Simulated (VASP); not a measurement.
## NdMo: single point with PBE

NdMo:

```
CELL_PARAMETERS angstrom
2.11650 1.22196 6.03876
-2.11650 1.22196 6.03876
0.00000 -2.44392 6.03876
ATOMIC_POSITIONS crystal
Nd 0.10598 0.10598 0.10598
Nd 0.89402 0.89402 0.89402
Mo 0.68159 0.68159 0.68159
Mo 0.31841 0.31841 0.31841
```

```
Program             : VASP 6.6.1
Task                : single point
Functional          : PBE
Potentials or basis : VASP PAW PBE potentials, release 64 (Nd_3, Mo_sv), 4f in core
Cutoff              : 500 eV
k mesh              : 12 × 12 × 12
Occupations         : gaussian, width 0.1 eV
Spin                : no spin polarisation
```

The pressure is 8.5 GPa. The largest force is 0.032 eV/Å and the band gap on the k mesh is zero (bands 25 and 26 overlap by 1.19 eV).

Forces in eV/Å, atoms in the order of the input:
```
Nd   0.000  0.000  0.024
Nd   0.000  0.000 -0.024
Mo   0.000  0.000  0.032
Mo   0.000  0.000 -0.032
```

Stress tensor (GPa, compression positive):
```
8.49 0.00 0.00
0.00 8.49 0.00
0.00 0.00 8.38
```

Levels at points of the mesh, in eV from the Fermi level:
```tsv
k point	band 22	band 23	band 24	band 25	band 26	band 27	band 28	band 29
(0.00, 0.00, 0.00)	-1.32	-1.32	-1.18	-1.18	0.13	0.93	0.93	2.00
(0.50, 0.00, 0.00)	-1.76	-1.34	-1.01	0.40	1.17	1.57	1.58	1.89
(0.50, 0.50, 0.00)	-1.79	-1.41	-0.69	0.49	0.51	1.13	1.89	1.91
(0.50, 0.50, 0.50)	-1.17	-1.17	-0.64	-0.64	0.06	0.06	0.45	2.52
```

Run time: 8.3 min on 1 thread of Intel(R) Xeon(R) 6975P-C (Granite Rapids), with other jobs on the host, peak memory 0.65 GiB.

Caveat: the cell stands under pressure; spin-orbit coupling is left out, which moves the levels of the heavy elements; the 4f electrons are frozen in the core, so they carry no moment and show no levels. Spin polarisation is off, so any magnetic state and its effect on volume and gap are missing.
